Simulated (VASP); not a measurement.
Set up this calculation in VASP 6.6.1, as the native input.

```yaml
Task: relaxation of cell and atoms
Functional: PBE
Potentials_or_basis: VASP PAW PBE potentials, release 64 (Cs_sv, Sb)
Cutoff: 600 eV
k_mesh: 6 × 6 × 6
Occupations: gaussian, width 0.1 eV
Spin: no spin polarisation
Dipole_correction: no
Further_INCAR_settings: ALGO = Normal; EDIFF = 1e-07; IBRION = 2; EDIFFG = -0.01; NSW = 100; ISIF = 3
```

The structure of CsSb6 lies in POSCAR:

```
CsSb6
1.0
    7.3868505502      0.0000000000      0.0000000000
    0.0000000000      7.3868505502      0.0000000000
    0.0000000000      0.0000000000      7.3868505502
Cs Sb
1 6
Direct
    0.0000000000      0.0000000000      0.0000000000
    0.1997697475      0.5000000000      0.5000000000
    0.5000000000      0.5000000000      0.8002302525
    0.5000000000      0.5000000000      0.1997697475
    0.5000000000      0.1997697475      0.5000000000
    0.5000000000      0.8002302525      0.5000000000
    0.8002302525      0.5000000000      0.5000000000
```

These files were run (other wordings do the same):

INCAR

```
PREC = Accurate ; ENCUT = 600
EDIFF = 1E-7 ; ISMEAR = 0
SIGMA = 0.1 ; LREAL = False
LASPH = True ; NELM = 100
ALGO = Normal ; ISIF = 3
LWAVE = False ; LCHARG = False
GGA = PE ; IBRION = 2
NSW = 100 ; EDIFFG = -0.01
```

KPOINTS

```
Automatic mesh
0
Gamma
  6 6 6
```

Potentials or basis: VASP PAW PBE potentials, release 64 (Cs_sv, Sb).

Launch:

```bash
$ cat potpaw_PBE.64/Cs_sv/POTCAR potpaw_PBE.64/Sb/POTCAR > POTCAR
$ mpirun -np 1 vasp_std > vasp.out
```

Results of the run:

- Relaxed volume: 57.41 Å³/atom
- Relaxed cell: a = 7.380 Å, b = 7.380 Å, c = 7.380 Å, α = 90.00°, β = 90.00°, γ = 90.00°
- Space group after relaxing (to 0.05 Å): Pm-3m (No. 221)
- Energy gained by relaxing: 0.1 meV/atom
- Ionic steps: 2
- Pressure after relaxing: 0.0 GPa
- Largest force after relaxing: 0.009 eV/Å

It took 11 min on 1 thread of AMD EPYC 7R43 64-Core Processor (Zen 3) (shared host), peak memory 0.57 GiB.
